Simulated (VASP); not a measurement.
# VSi3 (Pm-3n) in VASP: density of states with PBE

Aim: the density of states of VSi3 with PBE.

All numbers are computed with VASP 6.6.1; they aren't measurements. Logs are shortened: lines on timing, memory, paths and dates and some standing lists are left out, and cuts for length are marked.

## 1. The cell of the first run

The structure is cubic, space group Pm-3n (No. 223). The conventional cell has a = 4.615 Å, b = 4.615 Å, c = 4.615 Å, α = 90.00°, β = 90.00°, γ = 90.00°. Si (site symmetry -4m2) has 10 Si at 2.31 to 2.83 Å and 4 V at 2.58 Å within 3.0 Å. Within 3.4 Å of V (site symmetry m-3) lie 12 Si at 2.58 Å.

## 2. Density of states, PBE

POSCAR

```
VSi3
1.0
    4.6145820000      0.0000000000      0.0000000000
    0.0000000000      4.6145820000      0.0000000000
    0.0000000000      0.0000000000      4.6145820000
Si V
6 2
Direct
    0.2500000000      0.0000000000      0.5000000000
    0.5000000000      0.7500000000      0.0000000000
    0.7500000000      0.0000000000      0.5000000000
    0.5000000000      0.2500000000      0.0000000000
    0.0000000000      0.5000000000      0.7500000000
    0.0000000000      0.5000000000      0.2500000000
    0.0000000000      0.0000000000      0.0000000000
    0.5000000000      0.5000000000      0.5000000000
```

INCAR.step1

```
SYSTEM = VSi3
PREC     = Accurate       ! precision mode
ENCUT    = 400            ! plane-wave cutoff, eV
EDIFF    = 1E-6           ! SCF threshold, eV
ISMEAR   = -1             ! smearing method
SIGMA    = 0.1            ! smearing width, eV
LREAL    = .False.        ! projectors in reciprocal space
LASPH    = .True.         ! aspherical terms in the spheres
NELM     = 120            ! most SCF steps
ALGO     = Normal         ! electronic algorithm
ISIF     = 2              ! what is computed and relaxed
LWAVE    = .False.        ! write WAVECAR
LCHARG   = .True.         ! write CHGCAR
LMAXMIX  = 4              ! l up to which the mixer works
GGA      = PE             ! functional
NBANDS   = 35             ! bands
GGA_COMPAT= .False.      
NEDOS    = 2001           ! points of the DOS
LORBIT   = 11             ! projections on sites
```

KPOINTS.step1

```
regular mesh
0
Gamma
  7 7 7
  0 0 0
```

INCAR.step2

```
SYSTEM = VSi3
PREC     = Accurate       ! precision mode
ENCUT    = 400            ! plane-wave cutoff, eV
EDIFF    = 1E-6           ! SCF threshold, eV
ISMEAR   = -5             ! smearing method
SIGMA    = 0.1            ! smearing width, eV
LREAL    = .False.        ! projectors in reciprocal space
LASPH    = .True.         ! aspherical terms in the spheres
NELM     = 120            ! most SCF steps
ALGO     = Normal         ! electronic algorithm
ISIF     = 2              ! what is computed and relaxed
LWAVE    = .False.        ! write WAVECAR
LCHARG   = .False.        ! write CHGCAR
LMAXMIX  = 4              ! l up to which the mixer works
GGA      = PE             ! functional
LORBIT   = 11             ! projections on sites
NEDOS    = 1001           ! points of the DOS
ICHARG   = 11             ! starting density
GGA_COMPAT= .False.
```

KPOINTS.step2

```
regular mesh
0
Gamma
  11 11 11
  0 0 0
```

Potentials or basis: VASP PAW PBE potentials, release 64 (Si, V_sv).

Started as:

```console
$ cat potpaw_PBE.64/Si/POTCAR potpaw_PBE.64/V_sv/POTCAR > POTCAR
$ cp INCAR.step1 INCAR
$ cp KPOINTS.step1 KPOINTS
$ mpirun -np 1 vasp_std > vasp.out
$ cp INCAR.step2 INCAR
$ cp KPOINTS.step2 KPOINTS
$ mpirun -np 1 vasp_std > vasp.out
```

OUTCAR:

```text
SYSTEM = VSi3
   PREC = Accurate
   ENCUT = 400
   EDIFF = 1E-6
   ISMEAR = -5
   LREAL = .False.
   LASPH = .True.
   NELM = 120
   ISIF = 2
   GGA = PE
   LORBIT = 11
   ICHARG = 11

 ion  position               nearest neighbor table
   1  0.250  0.000  0.500-   3 2.31   3 2.31   8 2.58   7 2.58   8 2.58   7 2.58   4 2.83   2 2.83
                             4 2.83   5 2.83   5 2.83   6 2.83   6 2.83   2 2.83
   2  0.500  0.750  0.000-   4 2.31   4 2.31   8 2.58   8 2.58   7 2.58   7 2.58   1 2.83   1 2.83
                             3 2.83   5 2.83   6 2.83   5 2.83   6 2.83   3 2.83
   3  0.750  0.000  0.500-   1 2.31   1 2.31   8 2.58   7 2.58   8 2.58   7 2.58   4 2.83   2 2.83
                             4 2.83   5 2.83   5 2.83   6 2.83   6 2.83   2 2.83
   4  0.500  0.250  0.000-   2 2.31   2 2.31   8 2.58   8 2.58   7 2.58   7 2.58   3 2.83   1 2.83
                             3 2.83   5 2.83   6 2.83   5 2.83   6 2.83   1 2.83
   5  0.000  0.500  0.750-   6 2.31   6 2.31   8 2.58   7 2.58   7 2.58   8 2.58   3 2.83   4 2.83
                             1 2.83   3 2.83   1 2.83   2 2.83   4 2.83   2 2.83
   6  0.000  0.500  0.250-   5 2.31   5 2.31   8 2.58   7 2.58   7 2.58   8 2.58   3 2.83   4 2.83
                             1 2.83   3 2.83   1 2.83   2 2.83   4 2.83   2 2.83
   7  0.000  0.000  0.000-   1 2.58   2 2.58   3 2.58   4 2.58   5 2.58   6 2.58   1 2.58   3 2.58
                             5 2.58   6 2.58   2 2.58   4 2.58
   8  0.500  0.500  0.500-   1 2.58   2 2.58   3 2.58   4 2.58   5 2.58   6 2.58   2 2.58   4 2.58
                             1 2.58   3 2.58   5 2.58   6 2.58

  LATTYP: Found a simple cubic cell.
 ALAT       =     4.6145820000

  Lattice vectors:

 A1 = (   4.6145820000,   0.0000000000,   0.0000000000)
 A2 = (   0.0000000000,   4.6145820000,   0.0000000000)
 A3 = (   0.0000000000,   0.0000000000,   4.6145820000)

Analysis of symmetry for initial positions (statically):
=====================================================================
 Subroutine PRICEL returns:
 Original cell was already a primitive cell.

 Routine SETGRP: Setting up the symmetry group for a
 simple cubic supercell.

 Subroutine GETGRP returns: Found 48 space group operations
 (whereof 24 operations were pure point group operations)
 out of a pool of 48 trial point group operations.

The static configuration has the point symmetry T_h .
 The point group associated with its full space group is O_h .

Analysis of symmetry for dynamics (positions and initial velocities):
=====================================================================
 Subroutine PRICEL returns:
 Original cell was already a primitive cell.

 Routine SETGRP: Setting up the symmetry group for a
 simple cubic supercell.

 Subroutine GETGRP returns: Found 48 space group operations
 (whereof 24 operations were pure point group operations)
 out of a pool of 48 trial point group operations.

The dynamic configuration has the point symmetry T_h .
 The point group associated with its full space group is O_h .

 Subroutine INISYM returns: Found 48 space group operations
 (whereof 24 operations are pure point group operations),
 and found     1 'primitive' translations

----------------------------------------------------------------------------------------

                                     Primitive cell

  volume of cell :      98.2646

  direct lattice vectors                    reciprocal lattice vectors
     4.614582000  0.000000000  0.000000000     0.216704352  0.000000000  0.000000000
     0.000000000  4.614582000  0.000000000     0.000000000  0.216704352  0.000000000
     0.000000000  0.000000000  4.614582000     0.000000000  0.000000000  0.216704352

  length of vectors
     4.614582000  4.614582000  4.614582000     0.216704352  0.216704352  0.216704352

  position of ions in fractional coordinates (direct lattice)
     0.250000000  0.000000000  0.500000000
     0.500000000  0.750000000  0.000000000
     0.750000000  0.000000000  0.500000000
     0.500000000  0.250000000  0.000000000
     0.000000000  0.500000000  0.750000000
     0.000000000  0.500000000  0.250000000
     0.000000000  0.000000000  0.000000000
     0.500000000  0.500000000  0.500000000

  ion indices of the primitive-cell ions
   primitive index   ion index
[... 25 lines left out ...]
     0.019700396  0.019700396  0.019700396

  Shift w.r.t. Gamma in fractional coordinates (k-lattice)
     0.000000000  0.000000000  0.000000000

 TETIRR: Found    651 inequivalent tetrahedra from     7986

 Subroutine IBZKPT returns following result:
 ===========================================

 Found     56 irreducible k-points:

 Following reciprocal coordinates:
            Coordinates               Weight
  0.000000  0.000000  0.000000      1.000000
  0.090909  0.000000  0.000000      6.000000
  0.181818  0.000000  0.000000      6.000000
  0.272727  0.000000  0.000000      6.000000
  0.363636  0.000000  0.000000      6.000000
  0.454545  0.000000  0.000000      6.000000
[... 16 lines left out ...]
  0.181818  0.090909  0.090909     24.000000
  0.272727  0.090909  0.090909     24.000000
 [... further k-points ...]
   k-points           NKPTS =     56   k-points in BZ     NKDIM =     56   number of bands    NBANDS=     30
   number of dos      NEDOS =   1001   number of ions     NIONS =      8
   total plane-waves  NPLWV =  27000
   dimension x,y,z NGX =    30 NGY =   30 NGZ =   30
   dimension x,y,z NGXF=    60 NGYF=   60 NGZF=   60
   ions per type =               6   2
   NGX,Y,Z   is equivalent  to a cutoff of  10.81, 10.81, 10.81 a.u.
   NGXF,Y,Z  is equivalent  to a cutoff of  21.62, 21.62, 21.62 a.u.
 SYSTEM =  VSi3
   PREC   = accura    normal or accurate (medium, high low for compatibility)
   ISTART =      0    job   : 0-new  1-cont  2-samecut
   ICHARG =     11    charge: 1-file 2-atom 10-const
   ISPIN  =      1    spin polarized calculation?
   LNONCOLLINEAR =      F non collinear calculations
   LSORBIT =      F    spin-orbit coupling
   LASPH  =      T    aspherical Exc in radial PAW
   ENCUT  =  400.0 eV  29.40 Ry    5.42 a.u.   7.53  7.53  7.53*2*pi/ulx,y,z
   NELM   =    120;   NELMIN=  2; NELMDL=  0     # of ELM steps
   EDIFF  = 0.1E-05   stopping-criterion for ELM
   LREAL  =      F    real-space projection
   EDIFFG = 0.1E-04   stopping-criterion for IOM
   NSW    =      0    number of steps for IOM
   IBRION =     -1    ionic relax: 0-MD 1-quasi-New 2-CG
   NFREE  =      0    steps in history (QN), initial steepest desc. (CG)
   ISIF   =      2    stress and relaxation
   ISYM   =      2    0-nonsym 1-usesym 2-fastsym
   POTIM  = 0.5000    time-step for ionic-motion
   TEBEG  =    0.0;   TEEND  =   0.0 temperature during run
   PSTRESS=    0.0 pullay stress
   NELECT =      50.0000    total number of electrons
   NUPDOWN=      -1.0000    fix difference up-down
   EMIN   =  10.00;   EMAX   =-10.00  energy-range for DOS
   EFERMI =   0.00;   METHOD = LEGACY
   ISMEAR =    -5;   SIGMA  =   0.10  broadening in eV -4-tet -1-fermi 0-gaus
   EFERMI_NEDOS =   21; number of points for ismear=-14 and -15
   IALGO  =     38    algorithm
   IMIX   =      4    mixing-type and parameters
     AMIX     =   0.40;   BMIX     =  1.00
     AMIX_MAG =   1.60;   BMIX_MAG =  1.00
  volume/ion in A,a.u.               =      12.28        82.89
  Fermi-wavevector in a.u.,A,eV,Ry     =   1.306971  2.469816 23.241091  1.708172
  Thomas-Fermi vector in A             =   2.437737
   LORBIT       =     11    0 simple, 1 ext, 2 COOP (PROOUT), +10 PAW based schemes
   GGA     = PE    functional components
   LHFCALC =     F    Hartree Fock is set to
   AEXX    =    0.0000 exact exchange contribution
   IVDW    =     0    specifies the selected vdW correction
   LEPSILON=     F    determine dielectric tensor
   LRPA    =     F    only Hartree local field effects (RPA)
 non-spin polarized calculation
 Fermi weights with tetrahedron method with Bloechl corrections
  energy-cutoff  :      400.00
  volume of cell :       98.26
 maximum number of plane-waves:      1803
 NGX is ok and might be reduce to    30

 number of electron      50.0000001 magnetization

 Free energy of the ion-electron system (eV)
  ---------------------------------------------------
  ext. energy  EPLUGINS =         0.00000000
  ---------------------------------------------------
  free energy    TOTEN  =       -49.61188645 eV

  energy without entropy =      -49.61188645  energy(sigma->0) =      -49.61188645

 E-fermi :  11.9989     XC(G=0): -12.2357

 val. band max:       12.0017485771   @ k =   0.4545   0.0909   0.0000
 cond. band min:      11.8798956514   @ k =   0.2727   0.2727   0.2727
 fundamental gap:     -0.1218529257
 Fermi energy:        11.9989282347

 k-point     1 :       0.0000    0.0000    0.0000
  band No.  band energies     occupation
      1     -51.6536      2.00000
      2     -51.6512      2.00000
      3     -25.5933      2.00000
      4     -25.5933      2.00000
      5     -25.5933      2.00000
      6     -25.5826      2.00000
[... 781 lines left out ...]
     29      13.2278      0.00000
     30      13.8530      0.00000

 [... further k-points ...]

------------------------ aborting loop because EDIFF is reached ----------------------------------------

  FORCE on cell =-STRESS in cart. coord.  units (eV):
  Direction    XX          YY          ZZ          XY          YZ          ZX
  --------------------------------------------------------------------------------------
  -------------------------------------------------------------------------------------
  Total        9.0387263      9.0387263      9.0387263      0.0000000      0.0000000     -0.0000000
  in kB      147.3739471    147.3739471    147.3739471      0.0000000      0.0000000     -0.0000000
  external PRESSURE =     147.3739471 kB  Pullay stress =       0.0000000 kB

 VOLUME and BASIS-vectors are now :
 -----------------------------------------------------------------------------
  energy-cutoff  :      400.00
  volume of cell :       98.26
      direct lattice vectors                 reciprocal lattice vectors
     4.614582000  0.000000000  0.000000000     0.216704352  0.000000000  0.000000000
     0.000000000  4.614582000  0.000000000     0.000000000  0.216704352  0.000000000
     0.000000000  0.000000000  4.614582000     0.000000000  0.000000000  0.216704352

 POSITION                                       TOTAL-FORCE (eV/Angst)
 -----------------------------------------------------------------------------------
      1.15365      0.00000      2.30729         0.000000     -0.000000     -0.000000
      2.30729      3.46094      0.00000         0.000000      0.000000      0.000000
      3.46094      0.00000      2.30729        -0.000000     -0.000000      0.000000
      2.30729      1.15365      0.00000        -0.000000     -0.000000     -0.000000
      0.00000      2.30729      3.46094        -0.000000     -0.000000     -0.000000
      0.00000      2.30729      1.15365        -0.000000      0.000000      0.000000
      0.00000      0.00000      0.00000        -0.000000      0.000000     -0.000000
      2.30729      2.30729      2.30729        -0.000000      0.000000     -0.000000
 -----------------------------------------------------------------------------------
    total drift:                                0.000000      0.000000      0.000000

  FREE ENERGIE OF THE ION-ELECTRON SYSTEM (eV)
  ---------------------------------------------------
  free  energy   TOTEN  =       -49.6118864501 eV

  energy  without entropy=      -49.6118864501  energy(sigma->0) =      -49.61188645

 total charge

# of ion       s       p       d       tot
------------------------------------------
    1        0.761   0.887   0.000   1.648
    2        0.761   0.887   0.000   1.648
    3        0.761   0.887   0.000   1.648
    4        0.761   0.887   0.000   1.648
    5        0.761   0.887   0.000   1.648
    6        0.761   0.887   0.000   1.648
    7        2.271   6.235   3.327  11.833
    8        2.271   6.235   3.327  11.833
--------------------------------------------------
tot          9.106  17.794   6.655  33.554
```

Wall time 3.2 min (1 thread of Intel Xeon 8259CL, shared host); peak memory 0.22 GiB.

What came out:

| Quantity | Value |
| --- | --- |
| Valence electrons inside the program's atomic spheres | Si 1.65; V 11.83 |

Caveat: tetrahedron occupations give inexact forces and stress in metals.
